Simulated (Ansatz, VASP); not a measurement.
## WSe2 in VASP and in Ansatz

The input INCAR:

```
SYSTEM = WSe2
PREC = Accurate
ENCUT = 520
EDIFF = 1E-6
ISMEAR = 0
SIGMA = 0.05
LREAL = .False.
LASPH = .True.
NELM = 100
ALGO = Normal
ISIF = 2
LWAVE = .False.
LCHARG = .True.
GGA = PE
LELF = .True.
LVHAR = .True.
NBANDS = 35
```

The input KPOINTS:

```
Automatic mesh
0
Gamma
  9 9 2
  0 0 0
```

The input POSCAR:

```
WSe2
1.0
   -3.3206937274      0.0000000000      0.0000000000
   -1.6603468637     -2.8758051261      0.0000000000
   -1.6601808290     -0.9585058485     15.2573262715
W Se
2 4
Direct
    0.2500083333      0.2500083333      0.2500000000
    0.4166916667      0.4166916667      0.7500000000
    0.1200146928      0.1200146928      0.6400199235
    0.6199980262      0.6199980262      0.1400199235
    0.0467019738      0.0467019738      0.8599800765
    0.5466853072      0.5466853072      0.3599800765
```

Input for Ansatz:

```yaml
crystal:
  lattice:
    - [-3.3206937274, 0.0, 0.0]
    - [-1.6603468637, -2.8758051261, 0.0]
    - [-1.660180829, -0.9585058485, 15.2573262715]
  atoms:
    - { symbol: W, position: [0.2500083333, 0.2500083333, 0.25] }
    - { symbol: W, position: [0.4166916667, 0.4166916667, 0.75] }
    - { symbol: Se, position: [0.1200146928, 0.1200146928, 0.6400199235] }
    - { symbol: Se, position: [0.6199980262, 0.6199980262, 0.1400199235] }
    - { symbol: Se, position: [0.0467019738, 0.0467019738, 0.8599800765] }
    - { symbol: Se, position: [0.5466853072, 0.5466853072, 0.3599800765] }
basis:
  ecutwfc: 420
kpoints:
  mp_grid: { grid: [9, 9, 2] }
hamiltonian:
  xc: pbe
scf:
  occupations: { method: gaussian, width: 0.05 }
output:
  forces: true
  stress: true
  eigenvalues: true
  write_density: true
  write_potential: true
  elf: true
  volumetric_format: npy
```

Alike in both runs: task single point; functional PBE; k mesh 9 × 9 × 2; occupations gaussian, width 0.05 eV; no spin polarisation.

|  | VASP | Ansatz |
| --- | --- | --- |
| version | VASP 6.6.1 | Ansatz 0.2.0 |
| potentials or method | VASP PAW PBE potentials, release 64 (W_sv, Se), cutoff 520 eV | scalar-relativistic, plane waves, PAW |
| valence electrons in the cell | 52 | 92 |

```csv
,VASP,Ansatz,Ansatz less VASP
gap on the k mesh at the Fermi level (eV),1.54,1.54,+0.003
least direct gap on the mesh (eV),1.54,1.54,+0.003
pressure (GPa),0.3,0.0,-0.24
"traceless stress, the component that is largest in VASP (GPa)",0.09,0.03,-0.064
rms of the force components (eV/Å),0.022,0.002,-0.0202
```

Atom by atom the forces differ by 0.021 eV/Å (rms over components). With one functional, cell and mesh, what is left measures potentials, basis and numerics. VASP's potentials hold 52 valence electrons a cell and Ansatz's 92, so a difference there can come from the potentials and not from the codes.

Neither program's run includes spin-orbit coupling.
